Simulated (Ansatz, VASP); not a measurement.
**W in VASP and in Ansatz**

```
W
1.0
    -2.03000   -2.03000    0.00000
     2.03000   -2.03000    0.00000
    -0.81200   -0.81200   12.18000
W
6
Direct
  0.63334 0.00000 0.91665
  0.46667 0.50000 0.08332
  0.90001 0.00000 0.24998
  0.33334 0.50000 0.41665
  0.76667 0.00000 0.58332
  0.20001 0.50000 0.74998
```

Alike in both runs: task single point; functional PBEsol; k mesh 16 × 16 × 4; occupations gaussian, width 0.15 eV; no spin polarisation.

```csv
,VASP,Ansatz
version,VASP 6.6.1,Ansatz 0.2.0
potentials or method,"VASP PAW PBE potentials, release 64 (W_sv), cutoff 520 eV","scalar-relativistic, plane waves, PAW"
valence electrons in the cell,84,84
```

|  | VASP | Ansatz | Ansatz less VASP |
| --- | --- | --- | --- |
| gap on the k mesh at the Fermi level (eV) | none | none | - |
| pressure (GPa) | -6.9 | -7.5 | -0.61 |
| traceless stress, the component that is largest in VASP (GPa) | -4.17 | -4.07 | +0.100 |
| rms of the force components (eV/Å) | 0.757 | 0.732 | -0.0248 |

VASP's potentials were made for PBE, not for PBEsol. Atom by atom the forces differ by 0.026 eV/Å (rms over components). A gap of «none» marks a metal or a gap that the smearing closes.

Spin-orbit coupling is off throughout.
